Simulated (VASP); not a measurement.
A run of VASP 6.6.1 is set up as follows.

File INCAR:

```
SYSTEM = PbS
ALGO     = Normal         ! electronic algorithm
EDIFF    = 1E-6           ! SCF threshold, eV
ENCUT    = 500            ! plane-wave cutoff, eV
GGA      = PE             ! functional
GGA_COMPAT= .False.      
ISIF     = 2              ! what is computed and relaxed
ISMEAR   = -5             ! smearing method
ISPIN    = 2              ! spin polarisation
LASPH    = .True.         ! aspherical terms in the spheres
LCHARG   = .False.        ! write CHGCAR
LDAU     = .True.         ! DFT+U
LDAUJ    = 0 0          
LDAUL    = -1 1           ! shell
LDAUPRINT= 1            
LDAUTYPE = 2            
LDAUU    = 0 4.2          ! U, eV
LORBIT   = 11             ! projections on sites
LREAL    = .False.        ! projectors in reciprocal space
LWAVE    = .False.        ! write WAVECAR
MAGMOM   = 0 0            ! initial moments
NBANDS   = 21             ! bands
NELM     = 200            ! most SCF steps
PREC     = Accurate       ! precision mode
SIGMA    = 0.1            ! smearing width, eV
```

The input KPOINTS:

```
k-points
0
Gamma
  2 2 2
  0 0 0
```

POSCAR

```
PbS
1.0
    3.6536590000      0.0000000000      0.0000000000
    0.0000000000      3.6536590000      0.0000000000
    0.0000000000      0.0000000000      3.6536590000
Pb S
1 1
Direct
    0.0000000000      0.0000000000      0.0000000000
    0.5000000000      0.5000000000      0.5000000000
```

Potentials or basis: VASP PAW PBE potentials, release 64 (Pb_d, S).

Command:

```console
$ cat potpaw_PBE.64/Pb_d/POTCAR potpaw_PBE.64/S/POTCAR > POTCAR
$ mpirun -np 1 vasp_std > vasp.out
```

Problem. What does it give for the site moments?

Solution. Pb -0.08; S +0.20 μB.

Problem. Estimate the pressure.

Solution. 6.1 GPa.

Problem. Predict the band gap on the k mesh.

Solution. Zero (filled and empty bands overlap).

Caveat: the k points lie up to 0.86 Å⁻¹ apart, too coarse for converged energies and pressures of a metal; spin-orbit coupling is left out, which moves the levels of the heavy elements; tetrahedron occupations give inexact forces and stress in metals.
